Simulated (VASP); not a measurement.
# HfN (P6_3/mmc) in VASP: further runs, part 2 of 2

VASP 6.6.1. Earlier steps stand in the parts before.

## 4. Single point, PBEsol (strain +0.015 along x and y, -0.030 along z)

INCAR reads:

```
PREC = Accurate
ENCUT = 520
EDIFF = 1E-6
ISMEAR = 0
SIGMA = 0.15
LREAL = False
LASPH = True
NELM = 100
ALGO = Normal
ISIF = 2
LWAVE = False
LCHARG = False
GGA = PS
NBANDS = 23
```

KPOINTS reads:

```
regular mesh
0
Gamma
  18 18 10
```

POSCAR reads:

```
HfN
1.0
    3.1746229159      0.0000000000      0.0000000000
   -1.5873114580      2.7493040926      0.0000000000
    0.0000000000      0.0000000000      5.2292078537
Hf N
2 2
Direct
    0.6666666667      0.3333333333      0.7500000000
    0.3333333333      0.6666666667      0.2500000000
    0.0000000000      0.0000000000      0.0000000000
    0.0000000000      0.0000000000      0.5000000000
```

Potentials or basis: VASP PAW PBE potentials, release 64 (Hf_pv, N).

The run is started by

```
> cat potpaw_PBE.64/Hf_pv/POTCAR potpaw_PBE.64/N/POTCAR > POTCAR
> mpirun -np 1 vasp_std > vasp.out
```

OUTCAR:

```text
PREC = Accurate
   ENCUT = 520
   EDIFF = 1E-6
   ISMEAR = 0
   LREAL = False
   LASPH = True
   NELM = 100
   ISIF = 2
   GGA = PS

 ion  position               nearest neighbor table
   1  0.667  0.333  0.750-   3 2.25   4 2.25   3 2.25   4 2.25   3 2.25   4 2.25   2 3.19   2 3.19
                             2 3.19   2 3.19   2 3.19   2 3.19
   2  0.333  0.667  0.250-   3 2.25   4 2.25   3 2.25   4 2.25   3 2.25   4 2.25   1 3.19   1 3.19
                             1 3.19   1 3.19   1 3.19   1 3.19
   3  0.000  0.000  0.000-   1 2.25   2 2.25   1 2.25   2 2.25   1 2.25   2 2.25
[... 831 lines left out ...]
  -------------------------------------------------------------------------------------
  Total       -2.4780105     -2.4780105      3.4958837      0.0000000      0.0000000      0.0000000
  in kB      -86.9887103    -86.9887103    122.7203900      0.0000000      0.0000000      0.0000000
  external PRESSURE =     -17.0856769 kB  Pullay stress =       0.0000000 kB

 VOLUME and BASIS-vectors are now :
 -----------------------------------------------------------------------------
  energy-cutoff  :      520.00
  volume of cell :       45.64
      direct lattice vectors                 reciprocal lattice vectors
     3.174622916  0.000000000  0.000000000     0.314998041  0.181864204  0.000000000
    -1.587311458  2.749304093  0.000000000     0.000000000  0.363728408  0.000000000
     0.000000000  0.000000000  5.229207854     0.000000000  0.000000000  0.191233554

 POSITION                                       TOTAL-FORCE (eV/Angst)
 -----------------------------------------------------------------------------------
      1.58731      0.91643      3.92191        -0.000000     -0.000000      0.000000
     -0.00000      1.83287      1.30730         0.000000      0.000000      0.000000
      0.00000      0.00000      0.00000         0.000000     -0.000000      0.000000
      0.00000      0.00000      2.61460         0.000000     -0.000000      0.000000
 -----------------------------------------------------------------------------------
    total drift:                               -0.000000      0.000000     -0.000000

  FREE ENERGIE OF THE ION-ELECTRON SYSTEM (eV)
  ---------------------------------------------------
  free  energy   TOTEN  =       -45.7831569369 eV

  energy  without entropy=      -45.7761788632  energy(sigma->0) =      -45.77966790
```

OSZICAR:

```text
N       E                     dE             d eps       ncg     rms          rms(c)
DAV:   1     0.109097404522E+03    0.10910E+03   -0.16557E+04 10220   0.131E+03
DAV:   2    -0.452640463747E+02   -0.15436E+03   -0.14626E+03 13198   0.314E+02
DAV:   3    -0.514238681921E+02   -0.61598E+01   -0.61072E+01 13260   0.500E+01
DAV:   4    -0.514775313966E+02   -0.53663E-01   -0.53611E-01 11893   0.505E+00
DAV:   5    -0.514781780729E+02   -0.64668E-03   -0.64653E-03 13835   0.458E-01    0.769E+01
DAV:   6    -0.459781281901E+02    0.55000E+01   -0.24643E+01 12269   0.258E+01    0.581E+01
DAV:   7    -0.458290903203E+02    0.14904E+00   -0.19351E+00 12005   0.839E+00    0.226E+01
DAV:   8    -0.457911345806E+02    0.37956E-01   -0.14616E-01 13421   0.245E+00    0.358E+00
DAV:   9    -0.457841185601E+02    0.70160E-02   -0.40582E-02 11752   0.115E+00    0.306E+00
DAV:  10    -0.457835284770E+02    0.59008E-03   -0.94833E-03 12694   0.601E-01    0.131E+00
DAV:  11    -0.457831570447E+02    0.37143E-03   -0.17526E-03 12599   0.265E-01    0.152E-01
DAV:  12    -0.457831580326E+02   -0.98792E-06   -0.83344E-05 12594   0.630E-02    0.156E-01
DAV:  13    -0.457831569904E+02    0.10422E-05   -0.10339E-05 12494   0.187E-02    0.290E-03
DAV:  14    -0.457831569369E+02    0.53562E-07   -0.39782E-07  7892   0.460E-03
   1 F= -.45783157E+02 E0= -.45779668E+02  d E =-.697807E-02
```

stdout:

```text
POSCAR found type information on POSCAR HfN
 POSCAR found :  2 types and       4 ions
 scaLAPACK will be used
 -----------------------------------------------------------------------------
|                                                                             |
|                                                                             |
|     You enforced a specific xc type in the INCAR file but a different       |
|     I HOPE YOU KNOW WHAT YOU ARE DOING!                                     |
|                                                                             |
 -----------------------------------------------------------------------------

 LDA part: xc-table for (Slater+PW92), standard interpolation
 POSCAR, INCAR and KPOINTS ok, starting setup
 FFT: planning ... GRIDC
 FFT: planning ... GRID_SOFT
 FFT: planning ... GRID
 WAVECAR not read
 entering main loop
```

Wall time 1.9 min (1 thread of AMD EPYC 9R45 (Zen 5), shared host); peak memory 0.28 GiB.

What came out:

```yaml
Free_energy: -45.7832 eV
Pressure: -1.7 GPa
Band_gap_on_the_k_mesh: zero (bands 15 and 16 overlap by 2.50 eV)
```

Stress tensor (GPa, compression positive):
```
-8.70  0.00  0.00
 0.00 -8.70  0.00
 0.00  0.00 12.27
```

Caveat: the cell differs from its parent crystal (strain +0.015 along x and y, -0.030 along z); the PAW data sets were made with another functional, which shifts forces and pressure a little; spin-orbit coupling is left out, which moves the levels of the heavy elements.

## 5. Overview

| cell | gap on the mesh (eV) | pressure (GPa) |
| --- | --- | --- |
| a = 3.128, b = 3.128, c = 5.310 Å, angles 90.0, 90.0, 120.0°, 4 atoms | none | 2.3 |
| a = 3.081, b = 3.081, c = 5.553 Å, angles 90.0, 90.0, 120.0°, 4 atoms | none | -1.9 |
| a = 3.175, b = 3.175, c = 5.229 Å, angles 90.0, 90.0, 120.0°, 4 atoms | none | -1.7 |

Alike in all rows: task single point; level PBEsol; potentials or basis VASP PAW PBE potentials, release 64 (Hf_pv, N); no spin polarisation; k mesh 18 × 18 × 10; cutoff (eV) 520; smearing gaussian 0.15 eV.

Caveats: the PAW data sets were made with another functional, which shifts forces and pressure a little; spin-orbit coupling is left out, which moves the levels of the heavy elements.

Absolute energies hang on the potentials; compare differences alone.
